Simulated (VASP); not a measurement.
Input of a VASP 6.6.1 run:

The input INCAR:

```
ALGO     = Normal         # electronic algorithm
EDIFF    = 1E-7           # SCF threshold, eV
EDIFFG   = -0.005         # ionic threshold
ENCUT    = 500            # plane-wave cutoff, eV
GGA      = PS             # functional
GGA_COMPAT= F            
IBRION   = 2              # ionic algorithm
ISIF     = 3              # what is computed and relaxed
ISMEAR   = 0              # smearing method
IVDW     = 12             # dispersion correction
LASPH    = T              # aspherical terms in the spheres
LCHARG   = F              # write CHGCAR
LREAL    = F              # projectors in reciprocal space
LWAVE    = F              # write WAVECAR
NELM     = 120            # most SCF steps
NELMIN   = 4            
NSW      = 100            # ionic steps
PREC     = Accurate       # precision mode
SIGMA    = 0.1            # smearing width, eV
```

File KPOINTS:

```
k-points
0
Gamma
  10 10 10
```

File POSCAR:

```
InSb3
1.0
    0.0000000000      3.6620664039      3.6620664039
    3.6620664039      0.0000000000      3.6620664039
    3.6620664039      3.6620664039      0.0000000000
In Sb
1 3
Direct
    0.0000000000      0.0000000000      0.0000000000
    0.2500000000      0.2500000000      0.2500000000
    0.7500000000      0.7500000000      0.7500000000
    0.5000000000      0.5000000000      0.5000000000
```

Potentials or basis: VASP PAW PBE potentials, release 64 (In_d, Sb).

Launch:

```console
$ cat potpaw_PBE.64/In_d/POTCAR potpaw_PBE.64/Sb/POTCAR > POTCAR
$ mpirun -np 1 vasp_std > vasp.out
```

Predict the space group after relaxing (to 0.1 Å).

Fm-3m (No. 225).

Predict the relaxed volume.

24.58 Å³/atom.

Final structure:
```cif
data_structure
_symmetry_space_group_name_H-M 'P 1'
_symmetry_Int_Tables_number 1
_cell_length_a 5.1803
_cell_length_b 5.1803
_cell_length_c 5.1803
_cell_angle_alpha 60.000
_cell_angle_beta 60.000
_cell_angle_gamma 60.000
_cell_volume 98.30
loop_
_atom_site_label
_atom_site_type_symbol
_atom_site_fract_x
_atom_site_fract_y
_atom_site_fract_z
_atom_site_occupancy
In1 In 0.00000 0.00000 0.00000 1
Sb1 Sb 0.25000 0.25000 0.25000 1
Sb2 Sb 0.75000 0.75000 0.75000 1
Sb3 Sb 0.50000 0.50000 0.50000 1
```

Caveat: the highest band is partly filled, so the run has too few bands; the PAW data sets were made with another functional, which shifts forces and pressure a little.
